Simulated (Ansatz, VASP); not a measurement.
AlRu in VASP and in Ansatz

Contents of INCAR:

```
SYSTEM = AlRu
PREC = Accurate ; ENCUT = 520
EDIFF = 1E-7 ; ISMEAR = 0
SIGMA = 0.15 ; LREAL = .False.
LASPH = .True. ; NELM = 80
ALGO = Fast ; ISIF = 2
LWAVE = .False. ; LCHARG = .False.
GGA = CA ; NBANDS = 16
```

File KPOINTS:

```
regular mesh
0
Gamma
  16 16 16
  0 0 0
```

The input POSCAR:

```
AlRu
1.0
    2.9916000000      0.0000000000      0.0000000000
    0.0000000000      2.9916000000      0.0000000000
    0.0000000000      0.0000000000      2.9916000000
Al Ru
1 1
Direct
    0.0000000000     -0.0167134644      0.0000000000
    0.5000000000      0.5000000000      0.5000000000
```

Input for Ansatz:

```yaml
crystal:
  lattice:
    - [2.9916, 0.0, 0.0]
    - [0.0, 2.9916, 0.0]
    - [0.0, 0.0, 2.9916]
  atoms:
    - { symbol: Al, position: [0.0, -0.0167134644, 0.0] }
    - { symbol: Ru, position: [0.5, 0.5, 0.5] }
basis:
  ecutwfc: 420
kpoints:
  mp_grid: { grid: [16, 16, 16] }
hamiltonian:
  xc: lda
scf:
  occupations: { method: gaussian, width: 0.15 }
output:
  forces: true
  stress: true
  eigenvalues: true
```

Change from the starting cell: all Al atoms moved -0.050 Å, as atom 1 along Cartesian [0 1 0].

Alike in both runs: task single point; functional LDA; k mesh 16 × 16 × 16; occupations gaussian, width 0.15 eV; no spin polarisation.

|  | VASP | Ansatz |
| --- | --- | --- |
| version | VASP 6.6.1 | Ansatz 0.2.0 |
| potentials or method | VASP PAW LDA potentials, release 64 (Al, Ru_pv), cutoff 520 eV | scalar-relativistic, plane waves, PAW |
| valence electrons in the cell | 17 | 19 |

VASP gave:

```
gap on the k mesh at the Fermi level (eV)                     : none
pressure (GPa)                                                : -7.4
traceless stress, the component that is largest in VASP (GPa) : -0.12
rms of the force components (eV/Å)                            : 0.208
```

Task: What did Ansatz give for the same quantities?

Result: gap on the k mesh at the Fermi level (eV): none; pressure (GPa): -7.9; traceless stress, the component that is largest in VASP (GPa): -0.12; rms of the force components (eV/Å): 0.204.

LDA's correlation is that of Perdew and Zunger in VASP and of Perdew and Wang (1992) in Ansatz. Atom by atom the forces differ by 0.004 eV/Å (rms over components). A gap of «none» marks a metal or a gap that the smearing closes. VASP's potentials hold 17 valence electrons a cell and Ansatz's 19, so a difference there can come from the potentials and not from the codes.
